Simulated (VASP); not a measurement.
A run of VASP 6.6.1 is set up as follows.

File INCAR:

```
SYSTEM = Pt
PREC = Accurate ; ENCUT = 520
EDIFF = 1E-6 ; ISMEAR = 0
SIGMA = 0.05 ; LREAL = Auto
LASPH = .True. ; NELM = 100
ALGO = Normal ; ISIF = 2
LWAVE = .False. ; LCHARG = .False.
GGA = PE ; NBANDS = 94
LUSENCCL = .False.
```

File KPOINTS:

```
Automatic mesh
0
Gamma
  1 1 19
  0 0 0
```

Contents of POSCAR:

```
Pt
1.0
   18.8000000000      0.0000000000      0.0000000000
    0.0000000000     17.2000000000      0.0000000000
    0.0000000000      0.0000000000      2.6884899772
Pt
16
Direct
    0.2552457087      0.6108008136      0.0000000000
    0.5357018522      0.6179565060      0.0000000000
    0.5331543581      0.3844916716      0.0000000000
    0.4679804833      0.7383626449      0.5000000000
    0.4593907935      0.4955938421      0.5000000000
    0.4607088438      0.2727010394      0.5000000000
    0.7470866464      0.5036785142      0.5000000000
    0.3256571876      0.7310792733      0.5000000000
    0.3100815295      0.4866234734      0.5000000000
    0.6098701289      0.7317220078      0.5000000000
    0.6059866849      0.4998981297      0.5000000000
    0.6117474264      0.2789563298      0.5000000000
    0.3942855708      0.6139553696      0.0000000000
    0.3768999312      0.3745579804      0.0000000000
    0.6876876406      0.6246950983      0.0000000000
    0.6931773020      0.3811581742      0.0000000000
```

Potentials or basis: VASP PAW PBE potentials, release 64 (Pt).

The run is started by

```console
$ cat potpaw_PBE.64/Pt/POTCAR > POTCAR
$ mpirun -np 1 vasp_std > vasp.out
```

Question: What does it give for the band gap on the k mesh?

Answer: Zero (bands 80 and 81 overlap by 1.07 eV).

Question: Estimate the largest force.

Answer: 0.025 eV/Å.

Forces on the atoms (eV/Å):
```
Pt   0.025 -0.002  0.000
Pt   0.001  0.000  0.000
Pt   0.002 -0.003  0.000
Pt  -0.006 -0.019  0.000
Pt  -0.007  0.003  0.000
Pt   0.005  0.020  0.000
Pt  -0.020 -0.001  0.000
Pt   0.011 -0.018  0.000
Pt   0.022  0.007  0.000
Pt  -0.006 -0.015  0.000
Pt  -0.004  0.000  0.000
Pt  -0.007  0.016  0.000
Pt   0.001  0.004  0.000
Pt   0.017  0.014  0.000
Pt  -0.017 -0.014  0.000
Pt  -0.017  0.009  0.000
```

Caveat: spin-orbit coupling is left out, which moves the levels of the heavy elements.
